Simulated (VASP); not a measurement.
Here is a VASP 6.6.1 calculation.

File INCAR:

```
PREC     = Accurate       # precision mode
ENCUT    = 520            # plane-wave cutoff, eV
EDIFF    = 1E-6           # SCF threshold, eV
ISMEAR   = 0              # smearing method
SIGMA    = 0.028000000000000004 # smearing width, eV
LREAL    = False          # projectors in reciprocal space
LASPH    = True           # aspherical terms in the spheres
NELM     = 150            # most SCF steps
ALGO     = Fast           # electronic algorithm
ISIF     = 2              # what is computed and relaxed
LWAVE    = False          # write WAVECAR
LCHARG   = True           # write CHGCAR
ISPIN    = 2              # spin polarisation
MAGMOM   = 2 2            # initial moments
LORBIT   = 11             # projections on sites
LMAXMIX  = 4              # l up to which the mixer works
GGA      = PE             # functional
LELF     = True           # ELF
LVHAR    = True         
NBANDS   = 20             # bands
```

Contents of KPOINTS:

```
Automatic mesh
0
Gamma
  12 12 7
```

The input POSCAR:

```
Co
1.0
    2.4873648738      0.0000000000      0.0000000000
   -1.2436824369      2.1541211692      0.0000000000
    0.0000000000      0.0000000000      4.0632895034
Co
2
Direct
    0.3333333333      0.6666666667      0.7401390000
    0.6666666667      0.3333333333      0.2598610000
```

Potentials or basis: VASP PAW PBE potentials, release 64 (Co).

The run is started by

```sh
$ cat potpaw_PBE.64/Co/POTCAR > POTCAR
$ mpirun -np 1 vasp_std > vasp.out
```

**Question.** Estimate the site moments.

**Answer.** Co +1.65 μB.

**Question.** Predict the pressure.

**Answer.** 0.0 GPa.

**Question.** Estimate the largest force.

**Answer.** 0.479 eV/Å.

Stress tensor (GPa, compression positive):
```
 1.09  0.00  0.00
 0.00  1.09  0.00
 0.00  0.00 -2.25
```
